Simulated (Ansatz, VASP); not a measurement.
Two plane-wave programs on Rh

INCAR

```
ALGO = Normal
EDIFF = 1E-6
EDIFFG = -0.003
ENCUT = 600
GGA = CA
IBRION = 2
ISIF = 3
ISMEAR = 0
LASPH = True
LCHARG = False
LREAL = False
LWAVE = False
NELM = 100
NSW = 80
PREC = Accurate
SIGMA = 0.1
```

The input KPOINTS:

```
k-points
0
Gamma
  24 24 24
```

POSCAR

```
Rh
1.0
    0.0000000000      1.9000000000      1.9000000000
    1.9000000000      0.0000000000      1.9000000000
    1.9000000000      1.9000000000      0.0000000000
Rh
1
Direct
    0.0000000000      0.0000000000      0.0000000000
```

Input for Ansatz:

```yaml
crystal:
  lattice:
    - [0.0, 1.9, 1.9]
    - [1.9, 0.0, 1.9]
    - [1.9, 1.9, 0.0]
  atoms:
    - { symbol: Rh, position: [0.0, 0.0, 0.0] }
scf:
  occupations: { method: gaussian, width: 0.1 }
output:
  forces: true
  stress: true
  eigenvalues: true
  write_density: true
  write_potential: true
  elf: true
  volumetric_format: npy
hamiltonian:
  xc: lda
relax:
  f_tol: 0.003
  max_steps: 60
  cell: { stress_tol: 0.02 }
kpoints:
  mp_grid: { grid: [24, 24, 24] }
```

Alike in both runs: task relaxation of cell and atoms; functional LDA; k mesh 24 × 24 × 24; occupations gaussian, width 0.1 eV; no spin polarisation.

|  | VASP | Ansatz |
| --- | --- | --- |
| version | VASP 6.6.1 | Ansatz 0.2.0 |
| potentials or method | VASP PAW LDA potentials, release 64 (Rh_pv) | scalar-relativistic, plane waves, PAW |
| plane-wave cutoff (eV) | 600 | 420 |
| valence electrons in the cell | 15 | 17 |

```csv
,VASP,Ansatz,Ansatz less VASP
"gap on the k mesh at the Fermi level, each at its own relaxed structure (eV)",none,none,-
relaxed volume (Å³/atom),13.26,13.22,-0.034
relaxed cell length with the largest relative difference (Å),2.656,2.654,-0.0023
```

LDA's correlation is that of Perdew and Zunger in VASP and of Perdew and Wang (1992) in Ansatz. A gap of «none» marks a metal or a gap that the smearing closes. VASP's potentials hold 15 valence electrons a cell and Ansatz's 17, so a difference there can come from the potentials and not from the codes.
